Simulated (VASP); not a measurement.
Crystal: CoSi.

```
Co Si
1.0
     4.43085    0.00000    0.00000
     0.00000    4.43085    0.00000
     0.00000    0.00000    4.43085
Co Si
4 4
Direct
  0.14502 0.14502 0.14502
  0.35498 0.85498 0.64502
  0.64502 0.35498 0.85498
  0.85498 0.64502 0.35498
  0.84316 0.84316 0.84316
  0.65684 0.15684 0.34316
  0.34316 0.65684 0.15684
  0.15684 0.34316 0.65684
```

- Program: VASP 6.6.1
- Task: relaxation of cell and atoms
- Functional: PBEsol
- Potentials or basis: VASP PAW PBE potentials, release 64 (Co, Si)
- Cutoff: 600 eV
- k mesh: 8 × 8 × 8
- Occupations: gaussian, width 0.1 eV
- Spin: no spin polarisation

At the start: pressure -6.9 GPa; volume 10.87 Å³/atom.

**Question.** Where does the relaxation end?

**Answer.** Over 9 steps the energy falls by 7.1 meV/atom and the volume is 10.55 Å³/atom (-3.0 %); space group P2_13 (No. 198, to 0.1 Å) before and after.

The path:
| step | energy change (eV) | largest force (eV/Å) | pressure (GPa) | volume (Å³) |
| --- | --- | --- | --- | --- |
| 1 | 0.0000 | 0.0247 | -6.86 | 86.99 |
| 2 | 0.0433 | 0.1522 | 10.33 | 81.26 |
| 3 | -0.0560 | 0.0500 | -0.08 | 84.47 |
| 4 | -0.0560 | 0.0514 | 0.08 | 84.42 |
| 5 | -0.0564 | 0.0334 | 0.10 | 84.40 |
| 6 | -0.0567 | 0.0071 | 0.12 | 84.37 |
| 7 | -0.0567 | 0.0033 | -0.19 | 84.48 |
| 8 | -0.0567 | 0.0059 | -0.02 | 84.40 |
| 9 | -0.0567 | 0.0012 | -0.03 | 84.40 |

Final structure:
```
CELL_PARAMETERS angstrom
4.38642 0.00000 0.00000
0.00000 4.38642 0.00000
0.00000 0.00000 4.38642
ATOMIC_POSITIONS crystal
Co 0.14575 0.14575 0.14575
Co 0.35425 0.85425 0.64575
Co 0.64575 0.35425 0.85425
Co 0.85425 0.64575 0.35425
Si 0.84333 0.84333 0.84333
Si 0.65667 0.15667 0.34333
Si 0.34333 0.65667 0.15667
Si 0.15667 0.34333 0.65667
```

Caveat: the PAW data sets were made with another functional, which shifts forces and pressure a little; the run has no spin polarisation, though such a crystal can be magnetic.
